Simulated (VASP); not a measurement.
**As: single point with PBE0**

The system is As.

```
As
1.0
     1.91768    1.10718    3.58298
    -1.91768    1.10718    3.58298
     0.00000   -2.21435    3.58298
As
2
Direct
  0.22600 0.22600 0.22600
  0.77400 0.77400 0.77400
```

* Program: VASP 6.6.1
* Task: single point
* Functional: PBE0
* Potentials or basis: VASP PAW PBE potentials, release 64 (As)
* Cutoff: 520 eV
* k mesh: 4 × 4 × 4
* Occupations: fermi-dirac, width 0.05 eV
* Spin: no spin polarisation

* Pressure: -3.8 GPa
* Largest force: 0.559 eV/Å
* Band gap on the k mesh: 1.19 eV, direct

Forces on the atoms (eV/Å):
```
As   0.000  0.000 -0.559
As   0.000  0.000  0.559
```

Stress tensor (GPa, compression positive):
```
-3.80  0.00  0.00
 0.00 -3.80  0.00
 0.00  0.00 -3.93
```

Levels at points of the mesh, in eV from the valence-band top:
| k point | band 3 | band 4 | band 5 | band 6 | band 7 | band 8 |
| --- | --- | --- | --- | --- | --- | --- |
| (0.00, 0.00, 0.00) | -2.15 | -1.74 | -1.74 | 3.24 | 4.62 | 4.62 |
| (0.50, 0.00, 0.00) | -2.60 | -2.55 | 0.00 | 1.19 | 2.03 | 3.07 |
| (0.50, 0.50, 0.00) | -5.90 | -3.97 | -3.91 | 3.20 | 7.21 | 8.69 |
| (0.50, 0.50, 0.50) | -1.47 | -1.47 | 0.00 | 2.37 | 2.37 | 3.06 |

Wall time 6.7 min on 1 thread of AMD EPYC 7R13 Processor (Zen 3) (shared host), peak memory 0.15 GiB.

Caveat: the k points lie up to 0.49 Å⁻¹ apart; the PAW data sets were made with another functional, which shifts forces and pressure a little. A k mesh can miss the band edges.
